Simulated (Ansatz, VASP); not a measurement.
Ga2Te2O in VASP and in Ansatz

```
Ga Te O
1.0
    -2.12845   -5.79521    3.01277
    -2.10092    5.77061    2.98397
    -4.22765    0.00535   -5.99512
Ga Te O
4 4 2
Direct
  0.65466 0.37197 0.98646
  0.15441 0.87221 0.48621
  0.37108 0.65313 0.98692
  0.87044 0.15288 0.48724
  0.96196 0.27999 0.87749
  0.46156 0.77983 0.37728
  0.28237 0.96319 0.87661
  0.78216 0.46326 0.37680
  0.58112 0.58193 0.92275
  0.08024 0.08163 0.42225
```

Change from the starting cell: cell x2, atoms moved at random (sigma 0.05 Å) and cell strained at random (1.5 %), then relaxed without symmetry.

Alike in both runs: functional PBE; k mesh 2 × 2 × 2; occupations gaussian, width 0.1 eV; no spin polarisation.

Ansatz relaxed the structure, and its values are those at the end. VASP's run is a single point on that final structure, the one shown.

|  | VASP | Ansatz |
| --- | --- | --- |
| version | VASP 6.6.1 | Ansatz 0.2.0 |
| potentials or method | VASP PAW PBE potentials, release 64 (Ga_d, Te, O), cutoff 520 eV | scalar-relativistic, plane waves, PAW |
| valence electrons in the cell | 88 | 128 |

|  | VASP | Ansatz | Ansatz less VASP |
| --- | --- | --- | --- |
| gap on the k mesh at the Fermi level (eV) | 1.45 | 1.48 | +0.024 |
| least direct gap on the mesh (eV) | 1.57 | 1.59 | +0.022 |
| pressure (GPa) | 0.1 | 0.0 | -0.08 |
| rms of the force components (eV/Å) | 0.015 | 0.006 | -0.0089 |

VASP's potentials hold 88 valence electrons a cell and Ansatz's 128, so a difference there can come from the potentials and not from the codes.

The k mesh is coarse, so the values compare programs but aren't converged. Neither program's run includes spin-orbit coupling.
